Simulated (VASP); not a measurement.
CeO2: single point with PBE

The system is CeO2.

```
Ce O
1.0
     0.00000    2.71868    2.71868
     2.71868    0.00000    2.71868
     2.71868    2.71868    0.00000
Ce O
1 2
Direct
  0.00000 0.00000 0.00000
  0.25000 0.25000 0.25000
  0.75000 0.75000 0.75000
```

| Quantity | Value |
| --- | --- |
| Program | VASP 6.6.1 |
| Task | single point |
| Functional | PBE |
| Potentials or basis | VASP PAW PBE potentials, release 64 (Ce, O) |
| Cutoff | 520 eV |
| k mesh | 8 × 8 × 8 |
| Occupations | gaussian, width 0.05 eV |
| Spin | no spin polarisation |

The pressure is 2.6 GPa. The band gap on the k mesh is 1.91 eV (least direct gap 2.01 eV).

Levels at points of the mesh, in eV from the valence-band top:
| k point | band 9 | band 10 | band 11 | band 12 | band 13 | band 14 | band 15 | band 16 |
| --- | --- | --- | --- | --- | --- | --- | --- | --- |
| (0.00, 0.00, 0.00) | -3.79 | -0.60 | -0.60 | -0.60 | 2.22 | 2.22 | 2.22 | 2.46 |
| (0.50, 0.00, 0.00) | -1.26 | -1.19 | -0.79 | -0.79 | 1.91 | 2.09 | 2.09 | 2.23 |
| (0.50, 0.50, 0.00) | -1.19 | -0.77 | -0.77 | -0.60 | 1.95 | 2.04 | 2.04 | 2.20 |

It took 86 s on 1 thread of Intel(R) Xeon(R) Platinum 8375C CPU @ 2.90GHz (Ice Lake), with other jobs on the host, peak memory 0.19 GiB.

Caveat: spin-orbit coupling is left out, which moves the levels of the heavy elements. A k mesh can miss the band edges.
